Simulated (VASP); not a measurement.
Write the native input for VASP 6.6.1 that does the following.

```
Task                   : single point
Functional             : PBE
Potentials or basis    : VASP PAW PBE potentials, release 64 (Cu, O)
Cutoff                 : 520 eV
k mesh                 : 11 × 11 × 10
Occupations            : fermi-dirac, width 0.05 eV
Spin                   : no spin polarisation
Dipole correction      : no
Further INCAR settings : ALGO = Normal; EDIFF = 1e-06; NBANDS = 16
```

The structure of CuO lies in POSCAR:

```
CuO
1.0
    2.8551092674      0.0000000000      0.0000000000
   -1.4275546287      2.4725971575      0.0000000000
    0.0000000000      0.0000000000      2.7864451870
Cu O
1 1
Direct
    0.0000000000      0.0000000000      0.0000000000
    0.6666666667      0.3333333333      0.5000000000
```

The input as run:

INCAR

```
  ALGO = Normal
  EDIFF = 1E-6
  ENCUT = 520
  GGA = PE
  ISIF = 2
  ISMEAR = -1
  LASPH = T
  LCHARG = F
  LREAL = F
  LWAVE = F
  NBANDS = 16
  NELM = 80
  PREC = Accurate
  SIGMA = 0.05
```

KPOINTS

```
k-points
0
Gamma
  11 11 10
```

Potentials or basis: VASP PAW PBE potentials, release 64 (Cu, O).

Run with:

```bash
$ cat potpaw_PBE.64/Cu/POTCAR potpaw_PBE.64/O/POTCAR > POTCAR
$ mpirun -np 1 vasp_std > vasp.out
```

Results of the run:

```
Pressure : -3.6 GPa
```

Caveat: an odd number of electrons without spin polarisation forces a metal; a magnetic or distorted state may lie lower.

Run time: 35 s on 1 thread of AMD EPYC 7R43 64-Core Processor (Zen 3), on a shared host, peak memory 0.12 GiB.
